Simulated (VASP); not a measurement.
# C in VASP: a series of runs

The runs below take C through single point, with PBE, LDA.

All numbers are computed with VASP 6.6.1; they aren't measurements. Logs are shortened: lines on timing, memory, paths and dates and some standing lists are left out, and cuts for length are marked.

## 1. The cell of the first run

The typed cell holds 4 atoms: a = 8.404 Å, b = 8.404 Å, c = 8.404 Å, α = 16.88°, β = 16.88°, γ = 16.88°.

## 2. Single point, PBE (atoms moved at random)

Contents of INCAR:

```
PREC     = Accurate       # precision mode
ENCUT    = 520            # plane-wave cutoff, eV
EDIFF    = 1E-6           # SCF threshold, eV
ISMEAR   = -1             # smearing method
SIGMA    = 0.05           # smearing width, eV
LREAL    = F              # projectors in reciprocal space
LASPH    = T              # aspherical terms in the spheres
NELM     = 100            # most SCF steps
ALGO     = Normal         # electronic algorithm
ISIF     = 2              # what is computed and relaxed
LWAVE    = F              # write WAVECAR
LCHARG   = T              # write CHGCAR
GGA      = PE             # functional
LELF     = T              # ELF
LVHAR    = T            
NBANDS   = 16             # bands
```

Contents of KPOINTS:

```
regular mesh
0
Gamma
  12 12 12
```

Contents of POSCAR:

```
C
1.0
    1.2331880975      0.7119814801      8.2826151019
   -1.2331880975      0.7119814801      8.2826151019
    0.0000000000     -1.4239629601      8.2826151019
C
4
Direct
    0.0949970000      0.0840180000      0.0795730000
    0.7486170000      0.7650760000      0.7462580000
    0.2252230000      0.2424710000      0.2687820000
    0.9107560000      0.9286910000      0.9007020000
```

Potentials or basis: VASP PAW PBE potentials, release 64 (C).

Command:

```bash
$ cat potpaw_PBE.64/C/POTCAR > POTCAR
$ mpirun -np 1 vasp_std > vasp.out
```

OUTCAR:

```text
PREC = Accurate
   ENCUT = 520
   EDIFF = 1E-6
   ISMEAR = -1
   LREAL = F
   LASPH = T
   NELM = 100
   ISIF = 2
   GGA = PE

 ion  position               nearest neighbor table
   1  0.095  0.084  0.080-   2 1.40   2 1.42   2 1.45
   2  0.749  0.765  0.746-   1 1.40   1 1.42   1 1.45
   3  0.225  0.242  0.269-   4 1.35   4 1.46   4 1.46
   4  0.911  0.929  0.901-   3 1.35   3 1.46   3 1.46

  LATTYP: Found a trigonal (rhomboedric) cell.
 ALAT       =     8.4041289518
 COS(alpha) =     0.9569371044

  Lattice vectors:

 A1 = (   1.2331880975,   0.7119814801,   8.2826151019)
 A2 = (  -1.2331880975,   0.7119814801,   8.2826151019)
 A3 = (   0.0000000000,  -1.4239629601,   8.2826151019)

Analysis of symmetry for initial positions (statically):
=====================================================================
 Subroutine PRICEL returns:
 Original cell was already a primitive cell.

 Routine SETGRP: Setting up the symmetry group for a
 trigonal (rhombohedral) supercell.

 Subroutine GETGRP returns: Found  1 space group operations
 (whereof  1 operations were pure point group operations)
 out of a pool of 12 trial point group operations.

The static configuration has the point symmetry C_1 .

Analysis of symmetry for dynamics (positions and initial velocities):
=====================================================================
 Subroutine PRICEL returns:
 Original cell was already a primitive cell.

 Routine SETGRP: Setting up the symmetry group for a
 trigonal (rhombohedral) supercell.

 Subroutine GETGRP returns: Found  1 space group operations
 (whereof  1 operations were pure point group operations)
 out of a pool of 12 trial point group operations.

The dynamic configuration has the point symmetry C_1 .

 Subroutine INISYM returns: Found  1 space group operations
 (whereof  1 operations are pure point group operations),
 and found     1 'primitive' translations

----------------------------------------------------------------------------------------

                                     Primitive cell

  volume of cell :      43.6332

  direct lattice vectors                    reciprocal lattice vectors
     1.233188098  0.711981480  8.282615102     0.405453151  0.234088486  0.040244938
    -1.233188098  0.711981480  8.282615102    -0.405453151  0.234088486  0.040244938
     0.000000000 -1.423962960  8.282615102     0.000000000 -0.468176972  0.040244938

  length of vectors
     8.404128952  8.404128952  8.404128952     0.469903535  0.469903535  0.469903535

  position of ions in fractional coordinates (direct lattice)
     0.094997000  0.084018000  0.079573000
     0.748617000  0.765076000  0.746258000
     0.225223000  0.242471000  0.268782000
     0.910756000  0.928691000  0.900702000

  ion indices of the primitive-cell ions
   primitive index   ion index
                 1           1
                 2           2
                 3           3
                 4           4

----------------------------------------------------------------------------------------

 KPOINTS: regular mesh

Automatic generation of k-mesh.
 Grid dimensions read from file:
 generate k-points for:   12   12   12

 Generating k-lattice:

  Cartesian coordinates                     Fractional coordinates (reciprocal lattice)
     0.033787763  0.019507374  0.003353745     0.083333333  0.000000000  0.000000000
    -0.033787763  0.019507374  0.003353745     0.000000000  0.083333333  0.000000000
     0.000000000 -0.039014748  0.003353745     0.000000000  0.000000000  0.083333333

  Length of vectors
     0.039158628  0.039158628  0.039158628

  Shift w.r.t. Gamma in fractional coordinates (k-lattice)
     0.000000000  0.000000000  0.000000000

 Subroutine IBZKPT returns following result:
 ===========================================

 Found    868 irreducible k-points:

 Following reciprocal coordinates:
            Coordinates               Weight
  0.000000  0.000000  0.000000      1.000000
  0.083333  0.000000 -0.000000      2.000000
  0.000000  0.083333 -0.000000      2.000000
 -0.000000 -0.000000  0.083333      2.000000
  0.166667 -0.000000 -0.000000      2.000000
 -0.000000  0.166667 -0.000000      2.000000
[... 16 lines left out ...]
  0.166667  0.083333 -0.000000      2.000000
 -0.166667  0.000000 -0.083333      2.000000
 [... further k-points ...]
   k-points           NKPTS =    868   k-points in BZ     NKDIM =    868   number of bands    NBANDS=     16
   number of dos      NEDOS =    301   number of ions     NIONS =      4
   total plane-waves  NPLWV = 262144
   dimension x,y,z NGX =    64 NGY =   64 NGZ =   64
   dimension x,y,z NGXF=   128 NGYF=  128 NGZF=  128
   ions per type =               4
   NGX,Y,Z   is equivalent  to a cutoff of  12.66, 12.66, 12.66 a.u.
   NGXF,Y,Z  is equivalent  to a cutoff of  25.32, 25.32, 25.32 a.u.
 SYSTEM =  unknown system
   PREC   = accura    normal or accurate (medium, high low for compatibility)
   ISTART =      0    job   : 0-new  1-cont  2-samecut
   ICHARG =      2    charge: 1-file 2-atom 10-const
   ISPIN  =      1    spin polarized calculation?
   LNONCOLLINEAR =      F non collinear calculations
   LSORBIT =      F    spin-orbit coupling
   LASPH  =      T    aspherical Exc in radial PAW
   ENCUT  =  520.0 eV  38.22 Ry    6.18 a.u.  15.63 15.63 15.63*2*pi/ulx,y,z
   NELM   =    100;   NELMIN=  2; NELMDL= -5     # of ELM steps
   EDIFF  = 0.1E-05   stopping-criterion for ELM
   LREAL  =      F    real-space projection
[... 7 lines left out ...]
   TEBEG  =    0.0;   TEEND  =   0.0 temperature during run
   PSTRESS=    0.0 pullay stress
   NELECT =      16.0000    total number of electrons
   NUPDOWN=      -1.0000    fix difference up-down
   EMIN   =  10.00;   EMAX   =-10.00  energy-range for DOS
   EFERMI =   0.00;   METHOD = LEGACY
   ISMEAR =    -1;   SIGMA  =   0.05  broadening in eV -4-tet -1-fermi 0-gaus
   EFERMI_NEDOS =   21; number of points for ismear=-14 and -15
   IALGO  =     38    algorithm
   IMIX   =      4    mixing-type and parameters
     AMIX     =   0.40;   BMIX     =  1.00
     AMIX_MAG =   1.60;   BMIX_MAG =  1.00
  volume/ion in A,a.u.               =      10.91        73.61
  Fermi-wavevector in a.u.,A,eV,Ry     =   1.171771  2.214325 18.681428  1.373046
  Thomas-Fermi vector in A             =   2.308209
   LORBIT       =      0    0 simple, 1 ext, 2 COOP (PROOUT), +10 PAW based schemes
   GGA     = PE    functional components
   LHFCALC =     F    Hartree Fock is set to
   AEXX    =    0.0000 exact exchange contribution
   IVDW    =     0    specifies the selected vdW correction
   LEPSILON=     F    determine dielectric tensor
   LRPA    =     F    only Hartree local field effects (RPA)
 non-spin polarized calculation
  energy-cutoff  :      520.00
  volume of cell :       43.63
 maximum number of plane-waves:      1195
   NGX = 31   NGY = 31   NGZ = 31

 number of electron      16.0000000 magnetization

 Free energy of the ion-electron system (eV)
  ---------------------------------------------------
  ext. energy  EPLUGINS =         0.00000000
  ---------------------------------------------------
  free energy    TOTEN  =       -36.69503613 eV

  energy without entropy =      -36.69483292  energy(sigma->0) =      -36.69493452

 E-fermi :   2.9943     XC(G=0):  -8.8988

 val. band max:        2.7941772085   @ k =  -0.2500   0.4167   0.0833
 cond. band min:       3.1940653883   @ k =   0.2500  -0.0833  -0.4167
 fundamental gap:      0.3998881798
 Fermi energy:         2.9942775866

 k-point     1 :       0.0000    0.0000    0.0000
  band No.  band energies     occupation
      1     -16.5434      2.00000
      2     -16.4911      2.00000
      3      -4.9141      2.00000
      4      -4.3082      2.00000
      5      -1.1203      2.00000
      6      -0.5433      2.00000
[... 8 lines left out ...]
     15      13.8224      0.00000
     16      14.4404      0.00000

 k-point     2 :       0.0833    0.0000   -0.0000
  band No.  band energies     occupation
      1     -16.3793      2.00000
      2     -16.3278      2.00000
      3      -4.7157      2.00000
      4      -4.1170      2.00000
      5      -1.4900      2.00000
      6      -1.1271      2.00000
[... 8 lines left out ...]
     15      13.6994      0.00000
     16      13.8779      0.00000

 k-point     3 :       0.0000    0.0833   -0.0000
  band No.  band energies     occupation
      1     -16.3786      2.00000
      2     -16.3272      2.00000
      3      -4.7176      2.00000
      4      -4.1191      2.00000
      5      -1.4863      2.00000
      6      -0.8734      2.00000
[... 8 lines left out ...]
     15      13.7082      0.00000
     16      13.9137      0.00000

 k-point     4 :      -0.0000   -0.0000    0.0833
  band No.  band energies     occupation
      1     -16.3800      2.00000
      2     -16.3288      2.00000
      3      -4.7132      2.00000
      4      -4.1141      2.00000
      5      -1.6586      2.00000
      6      -1.0398      2.00000
[... 8 lines left out ...]
     15      13.6610      0.00000
     16      13.8782      0.00000
[... 324 lines left out ...]
 k-point    22 :      -0.0000    0.0833    0.0833
  band No.  band energies     occupation
      1     -16.3791      2.00000
      2     -16.3280      2.00000
      3      -4.7128      2.00000
      4      -4.1205      2.00000
      5      -1.4900      2.00000
      6      -1.1271      2.00000
[... 8 lines left out ...]
     15      13.7208      0.00000
     16      13.8822      0.00000

 k-point    23 :       0.1667    0.0833   -0.0000
  band No.  band energies     occupation
      1     -16.0537      2.00000
      2     -16.0051      2.00000
      3      -4.3089      2.00000
      4      -3.7362      2.00000
      5      -2.4617      2.00000
      6      -2.1198      2.00000
[... 8 lines left out ...]
     15      12.8112      0.00000
     16      13.0854      0.00000

 k-point    24 :      -0.1667    0.0000   -0.0833
  band No.  band energies     occupation
      1     -16.0496      2.00000
      2     -16.0003      2.00000
      3      -4.3223      2.00000
      4      -3.7512      2.00000
      5      -2.0128      2.00000
      6      -1.8939      2.00000
[... 8 lines left out ...]
     15      13.0445      0.00000
     16      14.8027      0.00000

 [... further k-points ...]

------------------------ aborting loop because EDIFF is reached ----------------------------------------

  FORCE on cell =-STRESS in cart. coord.  units (eV):
  Direction    XX          YY          ZZ          XY          YZ          ZX
  --------------------------------------------------------------------------------------
  -------------------------------------------------------------------------------------
  Total       -0.2359942      1.6647563      0.0513568      0.2930152     -0.1362966      0.0203045
  in kB       -8.6655316     61.1286067      1.8857839     10.7592983     -5.0047107      0.7455675
  external PRESSURE =      18.1162863 kB  Pullay stress =       0.0000000 kB

 VOLUME and BASIS-vectors are now :
 -----------------------------------------------------------------------------
  energy-cutoff  :      520.00
  volume of cell :       43.63
      direct lattice vectors                 reciprocal lattice vectors
     1.233188098  0.711981480  8.282615102     0.405453151  0.234088486  0.040244938
    -1.233188098  0.711981480  8.282615102    -0.405453151  0.234088486  0.040244938
     0.000000000 -1.423962960  8.282615102     0.000000000 -0.468176972  0.040244938

 POSITION                                       TOTAL-FORCE (eV/Angst)
 -----------------------------------------------------------------------------------
      0.01354      0.01415      2.14178        -1.695551     -0.004014      0.177587
     -0.02030      0.01508     18.71830         1.695755      0.004167     -0.197401
     -0.02127     -0.04975      6.09995        -0.042134      4.451772      0.498794
     -0.02212      0.02709     22.69560         0.041929     -4.451925     -0.478979
 -----------------------------------------------------------------------------------
    total drift:                               -0.000000      0.000003      0.000129

  FREE ENERGIE OF THE ION-ELECTRON SYSTEM (eV)
  ---------------------------------------------------
  free  energy   TOTEN  =       -36.6950361271 eV

  energy  without entropy=      -36.6948329174  energy(sigma->0) =      -36.69493452
```

Wall time 64 min (1 thread of AMD EPYC 9R45 (Zen 5), shared host); peak memory 0.83 GiB.

Results:

- Free energy: -36.6950 eV
- Pressure: 1.8 GPa
- Largest force: 4.480 eV/Å

Forces on the atoms (eV/Å):
```
C   -1.696 -0.004  0.178
C    1.696  0.004 -0.197
C   -0.042  4.452  0.499
C    0.042 -4.452 -0.479
```

Caveat: the cell differs from its parent crystal (atoms moved at random); this functional lacks dispersion, which binds the layers, so the pressure and a relaxed spacing across them are unreliable; forces of over 1 eV/Å act on the atoms, so gaps and moduli don't describe the material at rest.

[end of part 1 of 2]
